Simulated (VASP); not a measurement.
The system is CoSi2.

```
Co Si
1.0
     0.00000    2.64398    2.64398
     2.64398    0.00000    2.64398
     2.64398    2.64398    0.00000
Co Si
1 2
Direct
  0.00000 0.00000 0.00000
  0.25000 0.25000 0.25000
  0.75000 0.75000 0.75000
```

Program: VASP 6.6.1. Alike in all runs: task single point; level PBE; potentials or basis VASP PAW PBE potentials, release 64 (Co, Si); spin collinear, ferromagnetic start; cell as given; k mesh 14 × 14 × 14; cutoff (eV) 520; smearing gaussian 0.15 eV.

Q: Order these runs on this cell by their pressure, lowest first.
A. fixed moment (μB) 1.375
B. fixed moment (μB) 1.1
C. fixed moment (μB) 0.825
D. fixed moment (μB) 1.65
E. fixed moment (μB) 0.55

A: E (8.6 GPa), C (10.3 GPa), B (13.1 GPa), A (16.2 GPa), D (19.2 GPa).

Caveats: the total moment is fixed, so each spin has its own Fermi level.
